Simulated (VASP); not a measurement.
Input of a VASP 6.6.1 run:

INCAR

```
  ALGO = Normal
  EDIFF = 1E-6
  ENCUT = 520
  GGA = PE
  ISIF = 2
  ISMEAR = 0
  LASPH = T
  LCHARG = F
  LREAL = F
  LWAVE = F
  NBANDS = 14
  NELM = 80
  PREC = Accurate
  SIGMA = 0.1
```

File KPOINTS:

```
k-points
0
Gamma
  6 6 4
```

Contents of POSCAR:

```
MgSI
1.0
    4.7692229300      0.0000000000      0.0000000000
   -2.3846114600      4.1302682100      0.0000000000
    0.0000000000      0.0000000000      4.8063261500
Mg S I
1 1 1
Direct
    0.3333333300      0.6666666700      0.5000000000
    0.6666666700      0.3333333300      0.5000000000
    0.0000000000      0.0000000000      0.0000000000
```

Potentials or basis: VASP PAW PBE potentials, release 64 (Mg, S, I).

The run is started by

```console
$ cat potpaw_PBE.64/Mg/POTCAR potpaw_PBE.64/S/POTCAR potpaw_PBE.64/I/POTCAR > POTCAR
$ mpirun -np 1 vasp_std > vasp.out
```

Task: Estimate the band gap on the k mesh.

Result: Zero (an odd number of electrons rules out a gap without spin polarisation).

Task: Estimate the pressure.

Result: -5.6 GPa.

Stress tensor (GPa, compression positive):
```
-8.22  0.00  0.00
 0.00 -8.22  0.00
 0.00  0.00 -0.47
```

Caveat: the cell stands under tension; spin-orbit coupling is left out, which moves the levels of the heavy elements; an odd number of electrons without spin polarisation forces a metal; a magnetic or distorted state may lie lower.
